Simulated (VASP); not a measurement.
Crystal: Au.

```
Au
1.0
     2.88375    0.00000    0.00000
    -1.44187    2.49740    0.00000
     0.00000    0.00000    4.70916
Au
2
Direct
  0.33333 0.66667 0.25000
  0.66667 0.33333 0.75000
```

```yaml
Program: VASP 6.6.1
Task: relaxation of cell and atoms
Functional: PBEsol
Potentials_or_basis: VASP PAW PBE potentials, release 64 (Au)
Cutoff: 600 eV
k_mesh: 13 × 13 × 7
Occupations: fermi-dirac, width 0.1 eV
Spin: no spin polarisation
```

At the start: pressure 0.4 GPa; volume 16.96 Å³/atom.

**Question.** Where does the relaxation end?

**Answer.** Over 5 steps the energy falls by 2.6 meV/atom and the volume is 17.00 Å³/atom (+0.3 %); space group P6_3/mmc (No. 194, to 0.05 Å).

The path:
```tsv
step	energy change (eV)	largest force (eV/Å)	pressure (GPa)	volume (Å³)
1	0.0000	0.0000	0.40	33.91
2	-0.0044	0.0000	-0.68	34.12
3	-0.0046	0.0000	-0.97	34.17
4	-0.0037	0.0000	1.41	33.74
5	-0.0052	0.0000	-0.06	34.00
```

Final structure:
```yaml
crystal:
  lattice:
    - [2.86365, 0.00000, 0.00000]
    - [-1.43182, 2.47999, 0.00000]
    - [0.00000, 0.00000, 4.78771]
  atoms:
    - { symbol: Au, position: [0.33333, 0.66667, 0.25000] }
    - { symbol: Au, position: [0.66667, 0.33333, 0.75000] }
```

Caveat: the PAW data sets were made with another functional, which shifts forces and pressure a little.
